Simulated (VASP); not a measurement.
A run of VASP 6.6.1 is set up as follows.

POSCAR

```
Bi
1.0
   -2.0075049763      2.0075049763      2.0075049763
    2.0075049763     -2.0075049763      2.0075049763
    2.0075049763      2.0075049763     -2.0075049763
Bi
1
Direct
    0.0000000000      0.0000000000      0.0000000000
```

File INCAR.step1:

```
ALGO = Normal
EDIFF = 1E-5
ENCUT = 520
GGA = PE
ISIF = 2
ISMEAR = -1
LASPH = True
LCHARG = False
LREAL = False
LWAVE = True
NBANDS = 14
NELM = 100
PREC = Accurate
SIGMA = 0.05
```

Contents of INCAR.step2:

```
ALGO = Normal
EDIFF = 1E-6
ENCUT = 520
GGA = PE
HFSCREEN = 0.2079
ISIF = 2
ISMEAR = -1
ISTART = 1
LASPH = True
LCHARG = False
LHFCALC = True
LREAL = False
LWAVE = False
NBANDS = 14
NELM = 100
PREC = Accurate
PRECFOCK = Normal
SIGMA = 0.05
```

The input KPOINTS:

```
k-points
0
Gamma
  6 6 6
```

Potentials or basis: VASP PAW PBE potentials, release 64 (Bi_d).

Run with:

```sh
$ cat potpaw_PBE.64/Bi_d/POTCAR > POTCAR
$ cp INCAR.step1 INCAR
$ mpirun -np 1 vasp_std > vasp.out
$ cp INCAR.step2 INCAR
$ mpirun -np 1 vasp_std > vasp.out
```

**Question.** Predict the pressure.

**Answer.** -2.9 GPa.

**Question.** Estimate the band gap on the k mesh.

**Answer.** Zero (an odd number of electrons rules out a gap without spin polarisation).

Caveat: the k points lie up to 0.37 Å⁻¹ apart, too coarse for converged energies and pressures of a metal; the PAW data sets were made with another functional, which shifts forces and pressure a little; spin-orbit coupling is left out, which moves the levels of the heavy elements.
